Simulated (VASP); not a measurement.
## AlN: relaxation of cell and atoms with PBE

Crystal: AlN.

```
Al N
1.0
     0.00000    2.03452    2.03452
     2.03452    0.00000    2.03452
     2.03452    2.03452    0.00000
Al N
1 1
Cartesian
  2.0345 2.0345 2.0345
  0.0000 0.0000 0.0000
```

- Program: VASP 6.6.1
- Task: relaxation of cell and atoms
- Functional: PBE
- Potentials or basis: VASP PAW PBE potentials, release 64 (Al, N)
- Cutoff: 600 eV
- k mesh: 10 × 10 × 10
- Occupations: gaussian, width 0.02 eV
- Spin: no spin polarisation
- Dipole correction: no
- Further INCAR settings: ALGO = Normal; EDIFF = 1e-07; IBRION = 2; EDIFFG = -0.005; NSW = 100; ISIF = 3

The relaxed volume is 8.42 Å³/atom. The relaxed cell is a = 2.877 Å, b = 2.877 Å, c = 2.877 Å, α = 60.00°, β = 60.00°, γ = 60.00°, the space group after relaxing (to 0.05 Å) is Fm-3m (No. 225) and the energy gained by relaxing is 0.0 meV/atom. The ionic steps are 3. The pressure after relaxing is 0.0 GPa. The band gap on the k mesh is 4.43 eV, indirect (least direct gap 5.42 eV).

Final structure:
```cif
data_structure
_symmetry_space_group_name_H-M 'P 1'
_symmetry_Int_Tables_number 1
_cell_length_a 2.8767
_cell_length_b 2.8767
_cell_length_c 2.8767
_cell_angle_alpha 60.000
_cell_angle_beta 60.000
_cell_angle_gamma 60.000
_cell_volume 16.83
loop_
_atom_site_label
_atom_site_type_symbol
_atom_site_fract_x
_atom_site_fract_y
_atom_site_fract_z
_atom_site_occupancy
Al1 Al 0.50000 0.50000 0.50000 1
N1 N 0.00000 0.00000 0.00000 1
```

Levels at points of the mesh, in eV from the valence-band top:
| k point | band 2 | band 3 | band 4 | band 5 | band 6 | band 7 |
| --- | --- | --- | --- | --- | --- | --- |
| (0.00, 0.00, 0.00) | 0.00 | 0.00 | 0.00 | 5.42 | 12.11 | 12.11 |
| (0.50, 0.00, 0.00) | -8.19 | -1.04 | -1.04 | 6.02 | 10.85 | 10.85 |
| (0.50, 0.50, 0.00) | -7.26 | -2.75 | -2.75 | 4.43 | 5.33 | 13.83 |

Wall time 7.2 s on 1 thread of AMD EPYC 9R45 96-Core Processor (Zen 5), with other jobs on the host, peak memory 0.1 GiB.

A k mesh can miss the band edges. PBE gaps usually lie below the measured ones, often by a third to a half.
